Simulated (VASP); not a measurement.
# InSb5 (P4/mmm) in VASP: a series of runs, part 2 of 2

VASP 6.6.1. Earlier steps stand in the parts before.

## (3) Relaxation of cell and atoms, PBE

This run uses another cell than the first one, of 31.12 Å³/atom.

The input, INCAR:

```
SYSTEM = InSb5
ALGO = Normal ; EDIFF = 1E-6
EDIFFG = -0.04 ; ENCUT = 600
GGA = PE ; IBRION = 2
ISIF = 3 ; ISMEAR = 0
LASPH = .TRUE. ; LCHARG = .FALSE.
LREAL = .FALSE. ; LWAVE = .FALSE.
NELM = 80 ; NSW = 90
PREC = Accurate ; SIGMA = 0.1
```

The input, KPOINTS:

```
k-points
0
G
  6 6 1
  0 0 0
```

The input, POSCAR:

```
InSb5
1.0
    3.5324964100      0.0000000000      0.0000000000
    0.0000000000      3.5324964100      0.0000000000
    0.0000000000      0.0000000000     14.9635410400
In Sb
1 5
Direct
    0.5000000000      0.5000000000      0.0000000000
    0.5000000000      0.5000000000      0.3344822800
    0.5000000000      0.5000000000      0.6655177200
    0.0000000000      0.0000000000      0.1759868000
    0.0000000000      0.0000000000      0.8240132000
    0.0000000000      0.0000000000      0.5000000000
```

Potentials or basis: VASP PAW PBE potentials, release 64 (In_d, Sb).

The run is started by

```bash
> cat potpaw_PBE.64/In_d/POTCAR potpaw_PBE.64/Sb/POTCAR > POTCAR
> mpirun -np 1 vasp_std > vasp.out
```

OUTCAR:

```text
SYSTEM = InSb5
   EDIFF = 1E-6
   EDIFFG = -0.04
   ENCUT = 600
   GGA = PE
   IBRION = 2
   ISIF = 3
   ISMEAR = 0
   LASPH = .TRUE.
   LREAL = .FALSE.
   NELM = 80
   NSW = 90
   PREC = Accurate

 ion  position               nearest neighbor table
   1  0.500  0.500  0.000-   4 3.63   5 3.63   4 3.63   5 3.63   4 3.63   5 3.63   4 3.63   5 3.63

   2  0.500  0.500  0.334-   4 3.44   4 3.44   4 3.44   4 3.44   6 3.52   6 3.52   6 3.52   6 3.52

   3  0.500  0.500  0.666-   5 3.44   5 3.44   5 3.44   5 3.44   6 3.52   6 3.52   6 3.52   6 3.52

   4  0.000  0.000  0.176-   2 3.44   2 3.44   2 3.44   2 3.44   1 3.63   1 3.63   1 3.63   1 3.63

   5  0.000  0.000  0.824-   3 3.44   3 3.44   3 3.44   3 3.44   1 3.63   1 3.63   1 3.63   1 3.63

   6  0.000  0.000  0.500-   2 3.52   3 3.52   2 3.52   3 3.52   2 3.52   3 3.52   2 3.52   3 3.52

  LATTYP: Found a simple tetragonal cell.
 ALAT       =     3.5324964100
 C/A-ratio  =     4.2359677982

  Lattice vectors:

 A1 = (   3.5324964100,   0.0000000000,   0.0000000000)
 A2 = (   0.0000000000,   3.5324964100,   0.0000000000)
 A3 = (   0.0000000000,   0.0000000000,  14.9635410400)

Analysis of symmetry for initial positions (statically):
=====================================================================
 Subroutine PRICEL returns:
 Original cell was already a primitive cell.

 Routine SETGRP: Setting up the symmetry group for a
 simple tetragonal supercell.

 Subroutine GETGRP returns: Found 16 space group operations
 (whereof 16 operations were pure point group operations)
 out of a pool of 16 trial point group operations.

The static configuration has the point symmetry D_4h.

Analysis of symmetry for dynamics (positions and initial velocities):
=====================================================================
 Subroutine PRICEL returns:
 Original cell was already a primitive cell.

 Routine SETGRP: Setting up the symmetry group for a
 simple tetragonal supercell.

 Subroutine GETGRP returns: Found 16 space group operations
 (whereof 16 operations were pure point group operations)
 out of a pool of 16 trial point group operations.

The dynamic configuration has the point symmetry D_4h.

 Subroutine INISYM returns: Found 16 space group operations
 (whereof 16 operations are pure point group operations),
 and found     1 'primitive' translations

[... 94 lines left out ...]
   ISYM   =      2    0-nonsym 1-usesym 2-fastsym
   POTIM  = 0.5000    time-step for ionic-motion
   TEBEG  =    0.0;   TEEND  =   0.0 temperature during run
   PSTRESS=    0.0 pullay stress
   NELECT =      38.0000    total number of electrons
   NUPDOWN=      -1.0000    fix difference up-down
   EMIN   =  10.00;   EMAX   =-10.00  energy-range for DOS
   EFERMI =   0.00;   METHOD = LEGACY
   ISMEAR =     0;   SIGMA  =   0.10  broadening in eV -4-tet -1-fermi 0-gaus
   EFERMI_NEDOS =   21; number of points for ismear=-14 and -15
   IALGO  =     38    algorithm
   IMIX   =      4    mixing-type and parameters
     AMIX     =   0.40;   BMIX     =  1.00
     AMIX_MAG =   1.60;   BMIX_MAG =  1.00
  volume/ion in A,a.u.               =      31.12       210.01
  Fermi-wavevector in a.u.,A,eV,Ry     =   0.962949  1.819710 12.616292  0.927271
  Thomas-Fermi vector in A             =   2.092452
   LORBIT       =      0    0 simple, 1 ext, 2 COOP (PROOUT), +10 PAW based schemes
   GGA     = PE    functional components
   LHFCALC =     F    Hartree Fock is set to
   AEXX    =    0.0000 exact exchange contribution
   IVDW    =     0    specifies the selected vdW correction
   LEPSILON=     F    determine dielectric tensor
   LRPA    =     F    only Hartree local field effects (RPA)
 conjugate gradient relaxation of ions
 non-spin polarized calculation
 Gauss-broadening in eV      SIGMA  =   0.10
  energy-cutoff  :      600.00
  volume of cell :      186.72
 maximum number of plane-waves:      6256
   NGX = 15   NGY = 15   NGZ = 59

--------------------------------------- Ionic step        1  -------------------------------------------

 number of electron      38.0000011 magnetization

 Free energy of the ion-electron system (eV)
  ---------------------------------------------------
  ext. energy  EPLUGINS =         0.00000000
  ---------------------------------------------------
  free energy    TOTEN  =       -21.52064156 eV

  energy without entropy =      -21.48991244  energy(sigma->0) =      -21.50527700

 E-fermi :   6.6801     XC(G=0):  -9.5769

 val. band max:        6.6259459272   @ k =   0.3333   0.3333   0.0000
 cond. band min:       6.6859257922   @ k =   0.1667   0.1667   0.0000
 fundamental gap:      0.0599798650
 Fermi energy:         6.6800527515

 k-point     1 :       0.0000    0.0000    0.0000
  band No.  band energies     occupation
      1      -8.0471      2.00000
      2      -7.9386      2.00000
      3      -7.8513      2.00000
      4      -7.8513      2.00000
      5      -7.8335      2.00000
      6      -5.2674      2.00000
[... 568 lines left out ...]
--------------------------------------- Ionic step        9  -------------------------------------------

 number of electron      37.9999998 magnetization

 Free energy of the ion-electron system (eV)
  ---------------------------------------------------
  ext. energy  EPLUGINS =         0.00000000
  ---------------------------------------------------
  free energy    TOTEN  =       -21.99031589 eV

  energy without entropy =      -21.96774609  energy(sigma->0) =      -21.97903099

 E-fermi :   8.3643     XC(G=0): -10.1883

 val. band max:        8.1801052257   @ k =   0.3333   0.3333   0.0000
 cond. band min:       8.3723216715   @ k =   0.3333   0.3333   0.0000
 fundamental gap:      0.1922164458
 Fermi energy:         8.3642792749

 k-point     1 :       0.0000    0.0000    0.0000
  band No.  band energies     occupation
      1      -6.4351      2.00000
      2      -6.3038      2.00000
      3      -6.1699      2.00000
      4      -6.1699      2.00000
      5      -6.1216      2.00000
      6      -4.5774      2.00000
[... 282 lines left out ...]
  FREE ENERGIE OF THE ION-ELECTRON SYSTEM (eV)
  ---------------------------------------------------
  free  energy   TOTEN  =       -21.9903158947 eV

  energy  without entropy=      -21.9677460876  energy(sigma->0) =      -21.97903099

 reached required accuracy - stopping structural energy minimisation
```

CONTCAR:

```text
InSb5
   1.00000000000000
     3.3808112330218063    0.0000000000000000    0.0000000000000000
     0.0000000000000000    3.3808112330218063   -0.0000000000000000
     0.0000000000000000    0.0000000000000000   14.2088345449882976
  In              Sb
     1     5
Direct
     0.5000000000000000    0.5000000000000000    1.0000000000000000
     0.5000000000000000    0.5000000000000000    0.3362423169108886
     0.5000000000000000    0.5000000000000000    0.6637576830891112
     0.0000000000000000    0.0000000000000000    0.1717765386872220
     0.0000000000000000    0.0000000000000000    0.8282234613127779
     0.0000000000000000    0.0000000000000000    0.5000000000000000

  0.00000000E+00  0.00000000E+00  0.00000000E+00
  0.00000000E+00  0.00000000E+00  0.00000000E+00
  0.00000000E+00  0.00000000E+00  0.00000000E+00
  0.00000000E+00  0.00000000E+00  0.00000000E+00
  0.00000000E+00  0.00000000E+00  0.00000000E+00
  0.00000000E+00  0.00000000E+00  0.00000000E+00
```

Wall time 7.4 min (1 thread of Intel Xeon Platinum 8259CL at 2.50GHz (Skylake/Cascade Lake), shared host); peak memory 0.34 GiB.

Results:

```yaml
Free_energy: -21.9903 eV
Relaxed_volume: 27.07 Å³/atom
Relaxed_cell: a = 3.381 Å, b = 3.381 Å, c = 14.209 Å, α = 90.00°, β = 90.00°, γ = 90.00°
Space_group_after_relaxing_to_0.1_Å: P4/mmm (No. 123)
Energy_gained_by_relaxing: 78.3 meV/atom
Ionic_steps: 9
Pressure_after_relaxing: 0.1 GPa
Largest_force_after_relaxing: 0.035 eV/Å
```

Forces on the atoms (eV/Å):
```
In   0.000  0.000  0.000
Sb   0.000  0.000 -0.035
Sb   0.000  0.000  0.035
Sb   0.000  0.000 -0.023
Sb   0.000  0.000  0.023
Sb   0.000  0.000  0.000
```

Step by step:
| step | energy change (eV) | largest force (eV/Å) | pressure (GPa) | volume (Å³) |
| --- | --- | --- | --- | --- |
| 1 | 0.0000 | 0.0994 | -5.40 | 186.72 |
| 2 | -0.4388 | 0.2697 | 1.36 | 159.78 |
| 3 | -0.4538 | 0.2086 | 0.02 | 163.34 |
| 4 | -0.4536 | 0.2019 | -0.14 | 163.79 |
| 5 | -0.4583 | 0.1742 | -0.14 | 163.65 |
| 6 | -0.4667 | 0.0937 | -0.12 | 163.23 |
| 7 | -0.4591 | 0.1464 | 0.10 | 162.37 |
| 8 | -0.4679 | 0.0520 | -0.07 | 163.00 |
| 9 | -0.4697 | 0.0350 | 0.11 | 162.41 |

Final structure:
```yaml
crystal:
  lattice:
    - [3.38081, 0.00000, 0.00000]
    - [0.00000, 3.38081, 0.00000]
    - [0.00000, 0.00000, 14.20883]
  atoms:
    - { symbol: In, position: [0.50000, 0.50000, 0.00000] }
    - { symbol: Sb, position: [0.50000, 0.50000, 0.33624] }
    - { symbol: Sb, position: [0.50000, 0.50000, 0.66376] }
    - { symbol: Sb, position: [0.00000, 0.00000, 0.17178] }
    - { symbol: Sb, position: [0.00000, 0.00000, 0.82822] }
    - { symbol: Sb, position: [0.00000, 0.00000, 0.50000] }
```

Levels at points of the mesh, in eV from the Fermi level:
```
           k point  band 16  band 17  band 18  band 19  band 20  band 21  band 22  band 23
(0.00, 0.00, 0.00)     0.25     0.95     0.95     1.74     1.74     3.22     3.28     3.28
(0.50, 0.00, 0.00)    -1.71    -1.65    -1.33    -0.81     2.65     2.77     3.12     3.18
(0.50, 0.50, 0.00)    -3.52    -2.36    -1.81    -1.81    -1.36    -1.22    -0.98    -0.98
```

Caveat: the k points lie up to 0.44 Å⁻¹ apart in the final cell; the highest band is partly filled, so the run has too few bands; spin-orbit coupling is left out, which moves the levels of the heavy elements.

## (4) Relaxation of cell and atoms, PBE

This run uses another cell than the first one, of 27.07 Å³/atom.

The input, INCAR:

```
SYSTEM = InSb5
PREC = Accurate
ENCUT = 600
EDIFF = 1E-6
ISMEAR = 0
SIGMA = 0.1
LREAL = .FALSE.
LASPH = .TRUE.
NELM = 60
ALGO = Normal
ISIF = 3
LWAVE = .FALSE.
LCHARG = .FALSE.
GGA = PE
IBRION = 2
NSW = 90
EDIFFG = -0.04
```

The input, KPOINTS:

```
Automatic mesh
0
G
  6 6 2
  0 0 0
```

The input, POSCAR:

```
InSb5
1.0
    3.3845200536      0.0000000000      0.0000000000
    0.0000000000      3.3845200536      0.0000000000
    0.0000000000      0.0000000000     14.1813498839
In Sb
1 5
Direct
    0.5000000000      0.5000000000      0.0000000000
    0.5000000000      0.5000000000      0.3346045335
    0.5000000000      0.5000000000      0.6653954665
    0.0000000000      0.0000000000      0.1717531533
    0.0000000000      0.0000000000      0.8282468467
    0.0000000000      0.0000000000      0.5000000000
```

The run is started by

```bash
> cat potpaw_PBE.64/In_d/POTCAR potpaw_PBE.64/Sb/POTCAR > POTCAR
> mpirun -np 1 vasp_std > vasp.out
```

It took 9 min on 1 thread of Intel Xeon Platinum 8259CL at 2.50GHz (Skylake/Cascade Lake), shared host; peak memory 0.36 GiB.

Results (log left out):

| Quantity | Value |
| --- | --- |
| Free energy | -21.8266 eV |
| Relaxed volume | 27.48 Å³/atom |
| Relaxed cell | a = 3.370 Å, b = 3.370 Å, c = 14.515 Å, α = 90.00°, β = 90.00°, γ = 90.00° |
| Space group after relaxing (to 0.1 Å) | P4/mmm (No. 123) |
| Energy gained by relaxing | 3.6 meV/atom |
| Ionic steps | 8 |
| Pressure after relaxing | 0.1 GPa |
| Largest force after relaxing | 0.036 eV/Å |

Forces in eV/Å, atoms in the order of the input:
```
In   0.000  0.000  0.000
Sb   0.000  0.000  0.036
Sb   0.000  0.000 -0.036
Sb   0.000  0.000  0.019
Sb   0.000  0.000 -0.019
Sb   0.000  0.000  0.000
```

The path:
```csv
step,energy change (eV),largest force (eV/Å),pressure (GPa),volume (Å³)
1,0.0000,0.0601,0.93,162.45
2,-0.0131,0.0694,-0.35,166.15
3,-0.0133,0.0695,-0.28,165.86
4,-0.0184,0.0657,-0.21,165.67
5,-0.0206,0.0616,-0.13,165.44
6,-0.0212,0.0506,0.09,164.78
7,-0.0212,0.0501,0.11,164.75
8,-0.0218,0.0360,0.08,164.86
```

Final structure:
```xyz
6
Lattice="3.3702 0.0000 0.0000 0.0000 3.3702 0.0000 0.0000 0.0000 14.5145" Properties=species:S:1:pos:R:3 pbc="T T T"
In    1.6851    1.6851    0.0000
Sb    1.6851    1.6851    4.8770
Sb    1.6851    1.6851    9.6376
Sb    0.0000    0.0000    2.4911
Sb    0.0000    0.0000   12.0235
Sb    3.3702    0.0000    7.2573
```

Levels at points of the mesh, in eV from the Fermi level:
```csv
k point,band 16,band 17,band 18,band 19,band 20,band 21,band 22,band 23
"(0.00, 0.00, 0.00)",0.40,1.07,1.07,1.85,1.85,3.07,3.28,3.28
"(0.50, 0.00, 0.00)",-1.91,-1.81,-1.40,-0.91,2.37,2.47,2.89,3.23
"(0.50, 0.50, 0.00)",-3.46,-2.24,-1.87,-1.87,-1.28,-1.16,-1.06,-1.06
"(0.00, 0.00, 0.50)",0.97,0.97,1.16,1.33,2.07,2.07,2.93,2.93
"(0.50, 0.00, 0.50)",-3.13,-2.97,0.31,0.49,0.63,1.10,3.23,3.28
"(0.50, 0.50, 0.50)",-3.14,-2.39,-2.39,-2.20,-1.41,-1.38,-0.50,-0.50
```

Caveat: the highest band is partly filled, so the run has too few bands; spin-orbit coupling is left out, which moves the levels of the heavy elements.

## (5) Single point, PBE

This run uses another cell than the first one, of 28.26 Å³/atom.

The input, INCAR:

```
PREC = Accurate ; ENCUT = 520
EDIFF = 1E-6 ; ISMEAR = 0
SIGMA = 0.1 ; LREAL = False
LASPH = True ; NELM = 80
ALGO = Normal ; ISIF = 2
LWAVE = False ; LCHARG = False
GGA = PE ; NBANDS = 28
```

The input, KPOINTS:

```
regular mesh
0
Gamma
  12 12 4
```

The input, POSCAR:

```
InSb5
1.0
    3.1615727531      0.0000000000      0.0000000000
    0.0000000000      3.1615727531      0.0000000000
    0.0000000000      0.0000000000     16.9663914271
In Sb
1 5
Direct
    0.5000000000      0.5000000000      0.0000000000
    0.5000000000      0.5000000000      0.3419408220
    0.5000000000      0.5000000000      0.6580591780
    0.0000000000      0.0000000000      0.1644608495
    0.0000000000      0.0000000000      0.8355391505
    0.0000000000      0.0000000000      0.5000000000
```

The run is started by

```bash
> cat potpaw_PBE.64/In_d/POTCAR potpaw_PBE.64/Sb/POTCAR > POTCAR
> mpirun -np 1 vasp_std > vasp.out
```

Run time: 5 min. Hardware: 1 thread of Intel Xeon Platinum 8259CL at 2.50GHz (Skylake/Cascade Lake), shared host; peak memory 0.49 GiB.

It converged, with:

| Quantity | Value |
| --- | --- |
| Free energy | -21.8563 eV |
| Pressure | -0.1 GPa |
| Largest force | 0.006 eV/Å |
| Band gap on the k mesh | zero (bands 19 and 20 overlap by 4.75 eV) |

Forces on the atoms (eV/Å):
```
In   0.000  0.000  0.000
Sb   0.000  0.000  0.005
Sb   0.000  0.000 -0.005
Sb   0.000  0.000  0.006
Sb   0.000  0.000 -0.006
Sb   0.000  0.000  0.000
```

Levels at points of the mesh, in eV from the Fermi level:
```tsv
k point	band 16	band 17	band 18	band 19	band 20	band 21	band 22	band 23
(0.00, 0.00, 0.00)	2.07	2.31	2.31	3.09	3.09	3.44	3.44	4.09
(0.50, 0.00, 0.00)	-2.91	-2.74	-1.42	-1.30	0.66	0.83	1.36	2.27
(0.50, 0.50, 0.00)	-3.07	-2.34	-2.34	-1.54	-1.54	-0.98	-0.32	-0.17
(0.00, 0.00, 0.50)	2.31	2.31	3.03	3.03	3.28	3.59	3.59	3.94
(0.50, 0.00, 0.50)	-3.19	-3.01	-0.85	-0.67	-0.36	0.25	1.93	2.72
(0.50, 0.50, 0.50)	-2.86	-2.55	-2.55	-1.46	-1.46	-0.97	-0.34	-0.24
```

Caveat: spin-orbit coupling is left out, which moves the levels of the heavy elements.

## (6) Summary

| task | cell | k mesh | cutoff (eV) | gap on the mesh (eV) | pressure (GPa) | relaxed volume (Å³/atom) | largest force (eV/Å) |
| --- | --- | --- | --- | --- | --- | --- | --- |
| single point | a = 3.377, b = 3.377, c = 14.503 Å, 6 atoms, atomic positions A | 6 × 6 × 2 | 520 | none | -0.2 | - | 0.02 |
| relaxation of cell and atoms | relaxed from a = 3.532, b = 3.532, c = 14.964 Å, 6 atoms, atomic positions B | 6 × 6 × 1 | 600 | - | 0.1 | 27.07 | 0.03 |
| relaxation of cell and atoms | relaxed from a = 3.385, b = 3.385, c = 14.181 Å, 6 atoms, atomic positions C | 6 × 6 × 2 | 600 | - | 0.1 | 27.48 | 0.04 |
| single point | a = 3.162, b = 3.162, c = 16.966 Å, 6 atoms, atomic positions D | 12 × 12 × 4 | 520 | none | -0.1 | - | 0.01 |

Alike in all rows: level PBE; potentials or basis VASP PAW PBE potentials, release 64 (In_d, Sb); no spin polarisation; smearing gaussian 0.1 eV.

Caveats: some runs use coarse meshes; spin-orbit coupling is left out, which moves the levels of the heavy elements; the highest band is partly filled, so the run has too few bands (at least some runs).

Absolute energies hang on the potentials; compare differences alone.
